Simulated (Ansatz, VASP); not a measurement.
# LuPb2: VASP beside Ansatz

```
Lu Pb
1.0
    -1.88939    1.88939    6.68866
     1.88939   -1.88939    6.68866
     1.88939    1.88939   -6.68866
Lu Pb
1 2
Direct
  0.00000 0.00000 0.00000
  0.33300 0.33300 0.00000
  0.66700 0.66700 0.00000
```

Change from the starting cell: volume scaled by 1.06.

Alike in both runs: task single point; functional PBEsol; k mesh 12 × 12 × 12; occupations fermi-dirac, width 0.05 eV; no spin polarisation.

|  | VASP | Ansatz |
| --- | --- | --- |
| version | VASP 6.6.1 | Ansatz 0.2.0 |
| potentials or method | VASP PAW PBE potentials, release 64 (Lu, Pb_d), cutoff 520 eV | all-electron LAPW, scalar-relativistic |

VASP gave:

```
pressure (GPa)                                                : -5.5
traceless stress, the component that is largest in VASP (GPa) : -0.40
rms of the force components (eV/Å)                            : 0.153
```

Which values does Ansatz return?

Pressure (GPa): -5.5; traceless stress, the component that is largest in VASP (GPa): -0.40; rms of the force components (eV/Å): 0.155.

VASP's potentials were made for PBE, not for PBEsol. Atom by atom the forces differ by 0.002 eV/Å (rms over components). Ansatz ran all-electron here, and VASP with PAW potentials.

Neither program's run includes spin-orbit coupling.
